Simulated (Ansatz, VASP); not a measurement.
In in VASP and in Ansatz

```
CELL_PARAMETERS angstrom
3.25823 0.00000 0.00000
-1.62911 2.82171 0.00000
0.00000 0.00000 5.29549
ATOMIC_POSITIONS crystal
In 0.33333 0.66667 0.25000
In 0.66667 0.33333 0.75000
```

Alike in both runs: task single point; functional PBE; k mesh 12 × 12 × 7; occupations fermi-dirac, width 0.1 eV; no spin polarisation.

|  | VASP | Ansatz |
| --- | --- | --- |
| version | VASP 6.6.1 | Ansatz 0.2.0 |
| potentials or method | VASP PAW PBE potentials, release 64 (In_d), cutoff 520 eV | plane waves (420 eV) with PAW, scalar-relativistic |
| valence electrons in the cell | 26 | 26 |

|  | VASP | Ansatz | Ansatz less VASP |
| --- | --- | --- | --- |
| pressure (GPa) | 6.1 | 6.1 | +0.05 |
| traceless stress, the component that is largest in VASP (GPa) | -0.45 | -0.45 | -0.001 |

With one functional, cell and mesh, what is left measures potentials, basis and numerics.
